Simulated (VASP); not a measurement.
Runs of VASP 6.6.1 on SnSe. The structure is that of space group Fm-3m (No. 225), or close to it. The cells are those of the table. 

| cell | gap on the mesh (eV) | pressure (GPa) |
| --- | --- | --- |
| a = 4.260, b = 4.260, c = 4.163 Å, angles 60.7, 60.7, 58.5°, 2 atoms | (c) | 0.3 |
| a = 4.291, b = 4.291, c = 4.227 Å, angles 60.5, 60.5, 59.0°, 2 atoms | 0.49 | (a) |
| a = 4.322, b = 4.322, c = 4.290 Å, angles 60.2, 60.2, 59.5°, 2 atoms | 0.43 | (b) |
| a = 4.227, b = 4.227, c = 4.163 Å, angles 60.5, 60.5, 59.0°, 2 atoms | 0.40 | 1.0 |
| a = 4.259, b = 4.259, c = 4.227 Å, angles 60.2, 60.2, 59.5°, 2 atoms | 0.50 | -0.8 |

Alike in all rows: task single point; level PBE+D3(BJ); potentials or basis VASP PAW PBE potentials, release 64 (Sn_d, Se); no spin polarisation; k mesh 10 × 10 × 10; cutoff (eV) 520; smearing gaussian 0.05 eV.

Estimate the missing entries.

(a) -1.4; (b) -2.7; (c) 0.37.

Caveats: semilocal functionals underestimate gaps, and a narrow one can read as zero; spin-orbit coupling is left out, which moves the levels of the heavy elements; the stress differs along the axes, from -3 to 2 GPa (at least some runs).

A k mesh can miss the band edges, and the runs leave out spin-orbit coupling on Se, Sn.
